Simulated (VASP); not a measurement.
# InSb in VASP: a series of runs

Runs on InSb. Level: PBE. Tasks: single point.

All numbers are computed with VASP 6.6.1; they aren't measurements. Logs are shortened: lines on timing, memory, paths and dates and some standing lists are left out, and cuts for length are marked.

### 1 The cell of the first run

The cell holds a wire or tube with vacuum around it, 2 atoms: a = 10.200 Å, b = 9.300 Å, c = 4.768 Å, α = 90.00°, β = 90.00°, γ = 90.00°.

### 2 Single point, PBE, collinear spin

INCAR reads:

```
SYSTEM = InSb
  PREC = Accurate
  ENCUT = 520
  EDIFF = 1E-7
  ISMEAR = 0
  SIGMA = 0.05
  LREAL = .False.
  LASPH = .True.
  NELM = 150
  ALGO = Normal
  ISIF = 2
  LWAVE = .False.
  LCHARG = .False.
  ISPIN = 2
  MAGMOM = 0.5 0.5
  LORBIT = 11
  GGA = PE
  NBANDS = 20
```

KPOINTS reads:

```
regular mesh
0
Gamma
  1 1 14
  0 0 0
```

POSCAR reads:

```
InSb
1.0
   10.2000000000      0.0000000000      0.0000000000
    0.0000000000      9.3000000000      0.0000000000
    0.0000000000      0.0000000000      4.7684776052
In Sb
1 1
Direct
    0.4362424624      0.5000000000      0.0000000000
    0.5637575376      0.5000000000      0.5000000000
```

Potentials or basis: VASP PAW PBE potentials, release 64 (In_d, Sb).

Launch:

```
cat potpaw_PBE.64/In_d/POTCAR potpaw_PBE.64/Sb/POTCAR > POTCAR
mpirun -np 1 vasp_std > vasp.out
```

OUTCAR:

```text
SYSTEM = InSb
   PREC = Accurate
   ENCUT = 520
   EDIFF = 1E-7
   ISMEAR = 0
   LREAL = .False.
   LASPH = .True.
   NELM = 150
   ISIF = 2
   ISPIN = 2
   LORBIT = 11
   GGA = PE

 ion  position               nearest neighbor table
   1  0.436  0.500  0.000-   2 2.72   2 2.72
   2  0.564  0.500  0.500-   1 2.72   1 2.72

  LATTYP: Found a simple orthorhombic cell.
 ALAT       =     4.7684776052
 B/A-ratio  =     1.9503079955
 C/A-ratio  =     2.1390474790

  Lattice vectors:

 A1 = (   0.0000000000,   0.0000000000,  -4.7684776052)
 A2 = (   0.0000000000,   9.3000000000,   0.0000000000)
 A3 = (  10.2000000000,   0.0000000000,   0.0000000000)

Analysis of symmetry for initial positions (statically):
=====================================================================
 Subroutine PRICEL returns:
 Original cell was already a primitive cell.

 Routine SETGRP: Setting up the symmetry group for a
 simple orthorhombic supercell.

 Subroutine GETGRP returns: Found  4 space group operations
 (whereof  4 operations were pure point group operations)
 out of a pool of  8 trial point group operations.

The static configuration has the point symmetry C_2v.

Analysis of symmetry for dynamics (positions and initial velocities):
=====================================================================
 Subroutine PRICEL returns:
 Original cell was already a primitive cell.

 Routine SETGRP: Setting up the symmetry group for a
 simple orthorhombic supercell.

 Subroutine GETGRP returns: Found  4 space group operations
 (whereof  4 operations were pure point group operations)
 out of a pool of  8 trial point group operations.

The dynamic configuration has the point symmetry C_2v.

Analysis of structural, dynamic, and magnetic symmetry:
=====================================================================
 Subroutine PRICEL returns:
 Original cell was already a primitive cell.

 Routine SETGRP: Setting up the symmetry group for a
 simple orthorhombic supercell.

 Subroutine GETGRP returns: Found  4 space group operations
 (whereof  4 operations were pure point group operations)
 out of a pool of  8 trial point group operations.

The overall configuration has the point symmetry C_2v.

 Subroutine INISYM returns: Found  4 space group operations
 (whereof  4 operations are pure point group operations),
 and found     1 'primitive' translations

----------------------------------------------------------------------------------------

                                     Primitive cell

  volume of cell :     452.3378

  direct lattice vectors                    reciprocal lattice vectors
    10.200000000  0.000000000  0.000000000     0.098039216  0.000000000  0.000000000
     0.000000000  9.300000000  0.000000000     0.000000000  0.107526882  0.000000000
     0.000000000  0.000000000  4.768477605     0.000000000  0.000000000  0.209710537

  length of vectors
    10.200000000  9.300000000  4.768477605     0.098039216  0.107526882  0.209710537

  position of ions in fractional coordinates (direct lattice)
     0.436242462  0.500000000  0.000000000
     0.563757538  0.500000000  0.500000000

  ion indices of the primitive-cell ions
   primitive index   ion index
                 1           1
                 2           2

----------------------------------------------------------------------------------------

 KPOINTS: regular mesh

Automatic generation of k-mesh.
 Grid dimensions read from file:
 generate k-points for:    1    1   14

 Generating k-lattice:

  Cartesian coordinates                     Fractional coordinates (reciprocal lattice)
     0.098039216  0.000000000  0.000000000     1.000000000  0.000000000  0.000000000
     0.000000000  0.107526882  0.000000000     0.000000000  1.000000000  0.000000000
     0.000000000  0.000000000  0.014979324     0.000000000  0.000000000  0.071428571

  Length of vectors
     0.098039216  0.107526882  0.014979324

  Shift w.r.t. Gamma in fractional coordinates (k-lattice)
     0.000000000  0.000000000  0.000000000

 Subroutine IBZKPT returns following result:
 ===========================================

 Found      8 irreducible k-points:

 Following reciprocal coordinates:
            Coordinates               Weight
  0.000000  0.000000  0.000000      1.000000
  0.000000  0.000000  0.071429      2.000000
  0.000000  0.000000  0.142857      2.000000
  0.000000  0.000000  0.214286      2.000000
  0.000000  0.000000  0.285714      2.000000
  0.000000  0.000000  0.357143      2.000000
  0.000000  0.000000  0.428571      2.000000
  0.000000  0.000000  0.500000      1.000000
   k-points           NKPTS =      8   k-points in BZ     NKDIM =      8   number of bands    NBANDS=     20
   number of dos      NEDOS =    301   number of ions     NIONS =      2
   total plane-waves  NPLWV = 201600
   dimension x,y,z NGX =    80 NGY =   70 NGZ =   36
   dimension x,y,z NGXF=   160 NGYF=  140 NGZF=   72
   ions per type =               1   1
   NGX,Y,Z   is equivalent  to a cutoff of  13.04, 12.51, 12.55 a.u.
   NGXF,Y,Z  is equivalent  to a cutoff of  26.08, 25.03, 25.10 a.u.
 SYSTEM =  InSb
   PREC   = accura    normal or accurate (medium, high low for compatibility)
   ISTART =      0    job   : 0-new  1-cont  2-samecut
   ICHARG =      2    charge: 1-file 2-atom 10-const
   ISPIN  =      2    spin polarized calculation?
   LNONCOLLINEAR =      F non collinear calculations
   LSORBIT =      F    spin-orbit coupling
   LASPH  =      T    aspherical Exc in radial PAW
   ENCUT  =  520.0 eV  38.22 Ry    6.18 a.u.  18.97 17.29  8.87*2*pi/ulx,y,z
   NELM   =    150;   NELMIN=  2; NELMDL= -5     # of ELM steps
   EDIFF  = 0.1E-06   stopping-criterion for ELM
   LREAL  =      F    real-space projection
   EDIFFG = 0.1E-05   stopping-criterion for IOM
   NSW    =      0    number of steps for IOM
   IBRION =     -1    ionic relax: 0-MD 1-quasi-New 2-CG
   NFREE  =      0    steps in history (QN), initial steepest desc. (CG)
   ISIF   =      2    stress and relaxation
   ISYM   =      2    0-nonsym 1-usesym 2-fastsym
   POTIM  = 0.5000    time-step for ionic-motion
   TEBEG  =    0.0;   TEEND  =   0.0 temperature during run
   PSTRESS=    0.0 pullay stress
   NELECT =      18.0000    total number of electrons
   NUPDOWN=      -1.0000    fix difference up-down
   EMIN   =  10.00;   EMAX   =-10.00  energy-range for DOS
   EFERMI =   0.00;   METHOD = LEGACY
   ISMEAR =     0;   SIGMA  =   0.05  broadening in eV -4-tet -1-fermi 0-gaus
   EFERMI_NEDOS =   21; number of points for ismear=-14 and -15
   IALGO  =     38    algorithm
   IMIX   =      4    mixing-type and parameters
     AMIX     =   0.40;   BMIX     =  1.00
     AMIX_MAG =   1.60;   BMIX_MAG =  1.00
  volume/ion in A,a.u.               =     226.17      1526.26
  Fermi-wavevector in a.u.,A,eV,Ry     =   0.558914  1.056194  4.250249  0.312384
  Thomas-Fermi vector in A             =   1.594139
   LORBIT       =     11    0 simple, 1 ext, 2 COOP (PROOUT), +10 PAW based schemes
   GGA     = PE    functional components
   LHFCALC =     F    Hartree Fock is set to
   AEXX    =    0.0000 exact exchange contribution
   IVDW    =     0    specifies the selected vdW correction
   LEPSILON=     F    determine dielectric tensor
   LRPA    =     F    only Hartree local field effects (RPA)
 spin polarized calculation
 Gauss-broadening in eV      SIGMA  =   0.05
  energy-cutoff  :      520.00
  volume of cell :      452.34
 maximum number of plane-waves:     12230
 NGX is ok and might be reduce to    80
   NGX = 37   NGY = 35   NGZ = 17

 number of electron      18.0000010 magnetization       0.1511452

 Free energy of the ion-electron system (eV)
  ---------------------------------------------------
  ext. energy  EPLUGINS =         0.00000000
  ---------------------------------------------------
  free energy    TOTEN  =        -4.96484465 eV

  energy without entropy =       -4.96183298  energy(sigma->0) =       -4.96333882

 E-fermi :  -2.9378     XC(G=0):  -2.4512

 val. band max:       -3.0086035869   @ k =   0.0000   0.0000   0.5000
 cond. band min:      -2.9340102757   @ k =   0.0000   0.0000   0.4286
 fundamental gap:      0.0745933112
 Fermi energy:        -2.9378352236

 spin component 1

 k-point     1 :       0.0000    0.0000    0.0000
  band No.  band energies     occupation
      1     -17.7337      1.00000
      2     -17.7282      1.00000
      3     -17.7183      1.00000
      4     -17.7179      1.00000
      5     -17.6031      1.00000
      6     -12.0453      1.00000
[... 12 lines left out ...]
     19       3.1825      0.00000
     20       3.6698      0.00000

 k-point     2 :       0.0000    0.0000    0.0714
  band No.  band energies     occupation
      1     -17.7386      1.00000
      2     -17.7276      1.00000
      3     -17.7182      1.00000
      4     -17.7119      1.00000
      5     -17.6035      1.00000
      6     -12.0205      1.00000
[... 12 lines left out ...]
     19       3.2441      0.00000
     20       3.7035      0.00000

 k-point     3 :       0.0000    0.0000    0.1429
  band No.  band energies     occupation
      1     -17.7456      1.00000
      2     -17.7275      1.00000
      3     -17.7180      1.00000
      4     -17.7001      1.00000
      5     -17.6045      1.00000
      6     -11.9476      1.00000
[... 12 lines left out ...]
     19       3.4875      0.00000
     20       3.8024      0.00000

 k-point     4 :       0.0000    0.0000    0.2143
  band No.  band energies     occupation
      1     -17.7518      1.00000
      2     -17.7275      1.00000
      3     -17.7176      1.00000
      4     -17.6868      1.00000
      5     -17.6060      1.00000
      6     -11.8323      1.00000
[... 58 lines left out ...]
     19       3.2493      0.00000
     20       4.0204      0.00000

 k-point     7 :       0.0000    0.0000    0.4286
  band No.  band energies     occupation
      1     -17.7626      1.00000
      2     -17.7276      1.00000
      3     -17.7167      1.00000
      4     -17.6558      1.00000
      5     -17.6101      1.00000
      6     -11.4075      1.00000
[... 12 lines left out ...]
     19       3.5439      0.00000
     20       3.7007      0.00000

 k-point     8 :       0.0000    0.0000    0.5000
  band No.  band energies     occupation
      1     -17.7634      1.00000
      2     -17.7277      1.00000
      3     -17.7166      1.00000
      4     -17.6533      1.00000
      5     -17.6105      1.00000
      6     -11.3581      1.00000
[... 12 lines left out ...]
     19       3.6550      0.00000
     20       3.8705      0.00000
 Fermi energy:        -2.9378352236

 spin component 2

 k-point     1 :       0.0000    0.0000    0.0000
  band No.  band energies     occupation
      1     -17.7348      1.00000
      2     -17.7307      1.00000
      3     -17.7206      1.00000
      4     -17.7185      1.00000
      5     -17.6036      1.00000
      6     -11.9776      1.00000
[... 12 lines left out ...]
     19       3.2112      0.00000
     20       3.6801      0.00000

 k-point     2 :       0.0000    0.0000    0.0714
  band No.  band energies     occupation
      1     -17.7395      1.00000
      2     -17.7300      1.00000
      3     -17.7205      1.00000
      4     -17.7128      1.00000
      5     -17.6040      1.00000
      6     -11.9524      1.00000
[... 12 lines left out ...]
     19       3.2513      0.00000
     20       3.7138      0.00000

 k-point     3 :       0.0000    0.0000    0.1429
  band No.  band energies     occupation
      1     -17.7464      1.00000
      2     -17.7298      1.00000
      3     -17.7203      1.00000
      4     -17.7013      1.00000
      5     -17.6050      1.00000
      6     -11.8782      1.00000
[... 12 lines left out ...]
     19       3.4955      0.00000
     20       3.8127      0.00000

 k-point     4 :       0.0000    0.0000    0.2143
  band No.  band energies     occupation
      1     -17.7523      1.00000
      2     -17.7298      1.00000
      3     -17.7200      1.00000
      4     -17.6882      1.00000
      5     -17.6065      1.00000
      6     -11.7607      1.00000
[... 61 lines left out ...]
 k-point     7 :       0.0000    0.0000    0.4286
  band No.  band energies     occupation
      1     -17.7629      1.00000
      2     -17.7299      1.00000
      3     -17.7190      1.00000
      4     -17.6576      1.00000
      5     -17.6105      1.00000
      6     -11.3237      1.00000
[... 12 lines left out ...]
     19       3.5673      0.00000
     20       3.7281      0.00000

 k-point     8 :       0.0000    0.0000    0.5000
  band No.  band energies     occupation
      1     -17.7636      1.00000
      2     -17.7299      1.00000
      3     -17.7189      1.00000
      4     -17.6551      1.00000
      5     -17.6109      1.00000
      6     -11.2722      1.00000
[... 12 lines left out ...]
     19       3.6564      0.00000
     20       3.8822      0.00000

------------------------ aborting loop because EDIFF is reached ----------------------------------------

  FORCE on cell =-STRESS in cart. coord.  units (eV):
  Direction    XX          YY          ZZ          XY          YZ          ZX
  --------------------------------------------------------------------------------------
  -------------------------------------------------------------------------------------
  Total        0.0214936      0.0717956      0.0083864      0.0000000      0.0000000      0.0000000
  in kB        0.0761300      0.2542995      0.0297047      0.0000000      0.0000000      0.0000000
  external PRESSURE =       0.1200448 kB  Pullay stress =       0.0000000 kB

 VOLUME and BASIS-vectors are now :
 -----------------------------------------------------------------------------
  energy-cutoff  :      520.00
  volume of cell :      452.34
      direct lattice vectors                 reciprocal lattice vectors
    10.200000000  0.000000000  0.000000000     0.098039216  0.000000000  0.000000000
     0.000000000  9.300000000  0.000000000     0.000000000  0.107526882  0.000000000
     0.000000000  0.000000000  4.768477605     0.000000000  0.000000000  0.209710537

 POSITION                                       TOTAL-FORCE (eV/Angst)
 -----------------------------------------------------------------------------------
      4.44967      4.65000      0.00000        -0.012780      0.000000      0.000000
      5.75033      4.65000      2.38424         0.012780      0.000000      0.000000
 -----------------------------------------------------------------------------------
    total drift:                                0.000060      0.000000     -0.000001

  FREE ENERGIE OF THE ION-ELECTRON SYSTEM (eV)
  ---------------------------------------------------
  free  energy   TOTEN  =        -4.9648446514 eV

  energy  without entropy=       -4.9618329793  energy(sigma->0) =       -4.96333882

 total charge

# of ion       s       p       d       tot
------------------------------------------
    1        0.995   0.510   9.844  11.349
    2        1.189   1.217   0.012   2.417
--------------------------------------------------
tot          2.184   1.726   9.856  13.766

 magnetization (x)

# of ion       s       p       d       tot
------------------------------------------
    1       -0.002  -0.007   0.002  -0.007
    2        0.000   0.060  -0.000   0.061
--------------------------------------------------
tot         -0.002   0.054   0.002   0.054
```

Run time: 8.2 min. Hardware: 1 thread of Intel Xeon 8259CL, shared host; peak memory 0.69 GiB.

Results:

```yaml
Free_energy: -4.9648 eV
Largest_force: 0.013 eV/Å
Net_moment: 0.15 μB per cell
Site_moments: In -0.01; Sb +0.06 μB
Valence_electrons_inside_the_program's_atomic_spheres: In 11.35; Sb 2.42
```

Forces in eV/Å, atoms in the order of the input:
```
In  -0.013  0.000  0.000
Sb   0.013  0.000  0.000
```

Caveat: a moment this small can come from the mesh or the smearing; spin-orbit coupling is left out, which moves the levels of the heavy elements.

### 3 Single point, PBE, collinear spin

This run uses another cell than the first one.

INCAR reads:

```
SYSTEM = InSb
ALGO = Normal ; EDIFF = 1E-7
ENCUT = 520 ; GGA = PE
ISIF = 2 ; ISMEAR = 0
ISPIN = 2 ; LASPH = .TRUE.
LCHARG = .FALSE. ; LORBIT = 11
LREAL = .FALSE. ; LWAVE = .FALSE.
MAGMOM = 0.5 0.5 ; NBANDS = 20
NELM = 150 ; PREC = Accurate
SIGMA = 0.05
```

KPOINTS reads:

```
k-points
0
G
  1 1 23
  0 0 0
```

POSCAR reads:

```
InSb
1.0
   11.3000000000      0.0000000000      0.0000000000
    0.0000000000      9.3000000000      0.0000000000
    0.0000000000      0.0000000000      2.9703128736
In Sb
1 1
Direct
    0.3798188435      0.5000000000      0.0000000000
    0.6201811565      0.5000000000      0.5000000000
```

Potentials or basis: VASP PAW PBE potentials, release 64 (In_d, Sb).

Launch:

```
cat potpaw_PBE.64/In_d/POTCAR potpaw_PBE.64/Sb/POTCAR > POTCAR
mpirun -np 1 vasp_std > vasp.out
```

It took 6.1 min on 1 thread of Intel Xeon 8259CL, shared host; peak memory 0.54 GiB.

The run converged. Its results:

| Item | Value |
| --- | --- |
| Free energy | -5.4541 eV |
| Band gap on the k mesh | zero (filled and empty bands overlap) |
| Net moment | 0.00 μB per cell |
| Valence electrons inside the program's atomic spheres | In 11.34; Sb 2.36 |

Levels at points of the mesh, in eV from the Fermi level:
Spin up:
```tsv
k point	band 5	band 6	band 7	band 8	band 9	band 10	band 11	band 12	band 13	band 14
(0.00, 0.00, 0.00)	-14.44	-10.39	-6.13	-2.00	-1.93	0.50	2.57	3.04	3.89	4.51
```
Spin down:
```tsv
k point	band 6	band 7	band 8	band 9	band 10	band 11	band 12	band 13
(0.00, 0.00, 0.00)	-10.39	-6.13	-2.00	-1.93	0.50	2.57	3.04	3.89
```

Caveat: spin-orbit coupling is left out, which moves the levels of the heavy elements.

The gap in the log of VASP goes by the Fermi energy; the results here count the filled bands.